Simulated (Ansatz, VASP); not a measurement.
## Ta in VASP and in Ansatz

The input INCAR:

```
SYSTEM = Ta
PREC = Accurate
ENCUT = 600
EDIFF = 1E-7
ISMEAR = -1
SIGMA = 0.15
LREAL = .FALSE.
LASPH = .TRUE.
NELM = 80
ALGO = Fast
ISIF = 3
LWAVE = .FALSE.
LCHARG = .FALSE.
GGA = PS
IBRION = 2
NSW = 80
EDIFFG = -0.001
```

KPOINTS

```
Automatic mesh
0
G
  20 20 20
  0 0 0
```

File POSCAR:

```
Ta
1.0
   -1.6402597640      1.6402597640      1.6402597640
    1.6402597640     -1.6402597640      1.6402597640
    1.6402597640      1.6402597640     -1.6402597640
Ta
1
Direct
    0.0000000000      0.0000000000      0.0000000000
```

Input for Ansatz:

```yaml
crystal:
  lattice:
    - [-1.6402597641, 1.6402597641, 1.6402597641]
    - [1.6402597641, -1.6402597641, 1.6402597641]
    - [1.6402597641, 1.6402597641, -1.6402597641]
  atoms:
    - { symbol: Ta, position: [0.0, 0.0, 0.0] }
basis:
  ecutwfc: 420
kpoints:
  mp_grid: { grid: [20, 20, 20] }
hamiltonian:
  xc: pbesol
scf:
  occupations: { method: fermi_dirac, width: 0.15 }
output:
  forces: true
  stress: true
  eigenvalues: true
relax:
  adjacent_minimum: "off"
  f_tol: 0.001
  max_steps: 60
  cell: { stress_tol: 0.01 }
```

Alike in both runs: task relaxation of cell and atoms; functional PBEsol; k mesh 20 × 20 × 20; occupations fermi-dirac, width 0.15 eV; no spin polarisation.

```csv
,VASP,Ansatz
version,VASP 6.6.1,Ansatz 0.2.0
potentials or method,"VASP PAW PBE potentials, release 64 (Ta_pv), cutoff 600 eV","scalar-relativistic, plane waves, PAW"
valence electrons in the cell,11,13
```

Ansatz gave:

```
gap on the k mesh at the Fermi level, each at its own relaxed structure (eV) : none
relaxed volume (Å³/atom)                                                     : 17.70
relaxed cell length with the largest relative difference (Å)                 : 2.844
```

Q: Which values does VASP return?

A: gap on the k mesh at the Fermi level, each at its own relaxed structure (eV): none; relaxed volume (Å³/atom): 17.72; relaxed cell length with the largest relative difference (Å): 2.845.

VASP's potentials were made for PBE, not for PBEsol. A gap of «none» marks a metal or a gap that the smearing closes. VASP's potentials hold 11 valence electrons a cell and Ansatz's 13, so a difference there can come from the potentials and not from the codes.

Neither program's run includes spin-orbit coupling.
